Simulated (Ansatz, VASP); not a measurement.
BeTe in VASP and in Ansatz

```
Be Te
1.0
     0.00000    2.77000    2.77000
     2.77000    0.00000    2.77000
     2.77000    2.77000    0.00000
Be Te
1 1
Direct
  0.00000 0.00000 0.00000
  0.25000 0.25000 0.25000
```

Alike in both runs: task single point; functional PBE; k mesh 8 × 8 × 8; occupations fermi-dirac, width 0.0816 eV; no spin polarisation.

```csv
,VASP,Ansatz
version,VASP 6.6.1,Ansatz 0.2.0
potentials or method,"VASP PAW PBE potentials, release 64 (Be, Te)","PAW with Ansatz's default frozen-core files, scalar-relativistic"
plane-wave cutoff (eV),600,420
valence electrons in the cell,8,18
```

|  | VASP | Ansatz | Ansatz less VASP |
| --- | --- | --- | --- |
| pressure (GPa) | 4.5 | 4.3 | -0.18 |

VASP's potentials hold 8 valence electrons a cell and Ansatz's 18, so a difference there can come from the potentials and not from the codes.

Spin-orbit coupling is off throughout.
